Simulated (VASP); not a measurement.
A run of VASP 6.6.1 is set up as follows.

The input INCAR:

```
SYSTEM = PbSe
PREC     = Accurate       ! precision mode
ENCUT    = 520            ! plane-wave cutoff, eV
EDIFF    = 1E-7           ! SCF threshold, eV
ISMEAR   = 0              ! smearing method
SIGMA    = 0.05           ! smearing width, eV
LREAL    = .False.        ! projectors in reciprocal space
LASPH    = .True.         ! aspherical terms in the spheres
NELM     = 100            ! most SCF steps
ALGO     = Normal         ! electronic algorithm
ISIF     = 2              ! what is computed and relaxed
LWAVE    = .False.        ! write WAVECAR
LCHARG   = .False.        ! write CHGCAR
GGA      = PE             ! functional
NBANDS   = 28             ! bands
```

File KPOINTS:

```
regular mesh
0
Gamma
  8 8 8
  0 0 0
```

The input POSCAR:

```
PbSe
1.0
    0.0000000000     11.9993675250      3.1177649905
    3.1178263516      0.0000000000      3.1177649905
    3.1178263516     11.9993675250      0.0000000000
Pb Se
2 2
Direct
    0.1843482416      0.7995424792      0.2004575208
    0.7995424792      0.1843482416      0.8156517584
    0.6808754931      0.3012347862      0.6987652138
    0.3012347862      0.6808754931      0.3191245069
```

Potentials or basis: VASP PAW PBE potentials, release 64 (Pb_d, Se).

Launch:

```bash
$ cat potpaw_PBE.64/Pb_d/POTCAR potpaw_PBE.64/Se/POTCAR > POTCAR
$ mpirun -np 1 vasp_std > vasp.out
```

Problem. Estimate the band gap on the k mesh.

Solution. 1.55 eV, indirect (least direct gap 1.58 eV).

Problem. What does it give for the largest force?

Solution. 0.009 eV/Å.

Problem. Predict the pressure.

Solution. 0.0 GPa.

Forces in eV/Å, atoms in the order of the input:
```
Pb   0.000 -0.007 -0.001
Pb   0.000  0.007 -0.001
Se   0.000 -0.009  0.001
Se   0.000  0.009  0.001
```

Caveat: spin-orbit coupling is left out, which moves the levels of the heavy elements. A k mesh can miss the band edges.
